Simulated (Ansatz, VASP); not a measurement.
# MgAlC6N6: VASP beside Ansatz

```xyz
14
Lattice="0.0000 5.4089 5.4089 5.4089 0.0000 5.4089 5.4089 5.4089 0.0000" Properties=species:S:1:pos:R:3 pbc="T T T"
Mg    5.4089    5.4089    5.4089
Al    0.0000    0.0000    0.0000
C     2.0812    5.4089    5.4089
C     5.4089    2.0812    5.4089
C     5.4089    5.4089    2.0812
C     8.7366    5.4089    5.4089
C     5.4089    8.7366    5.4089
C     5.4089    5.4089    8.7366
N     3.2451    5.4089    5.4089
N     5.4089    3.2451    5.4089
N     5.4089    5.4089    3.2451
N     7.5728    5.4089    5.4089
N     5.4089    7.5728    5.4089
N     5.4089    5.4089    7.5728
```

Alike in both runs: functional PBE; k mesh 4 × 4 × 4; occupations gaussian, width 0.1 eV; no spin polarisation.

Ansatz relaxed the structure, and its values are those at the end. VASP's run is a single point on that final structure, the one shown.

|  | VASP | Ansatz |
| --- | --- | --- |
| version | VASP 6.6.1 | Ansatz 0.2.0 |
| potentials or method | VASP PAW PBE potentials, release 64 (Mg, Al, C, N), cutoff 520 eV | scalar-relativistic, plane waves, PAW |
| valence electrons in the cell | 59 | 67 |

Ansatz gave:

```
gap on the k mesh at the Fermi level (eV) : none
pressure (GPa)                            : 0.1
rms of the force components (eV/Å)        : 0.010
```

Task: What did VASP give for the same quantities?

Result: gap on the k mesh at the Fermi level (eV): none; pressure (GPa): 0.5; rms of the force components (eV/Å): 0.222.

A gap of «none» marks a metal or a gap that the smearing closes. One of these differences is far larger than is usual between the two programs; its cause wasn't traced. With one functional, cell and mesh, what is left measures potentials, basis and numerics. VASP's potentials hold 59 valence electrons a cell and Ansatz's 67, so a difference there can come from the potentials and not from the codes.

Noted on VASP's run: the standard files for N, O and F lose accuracy on very short bonds.
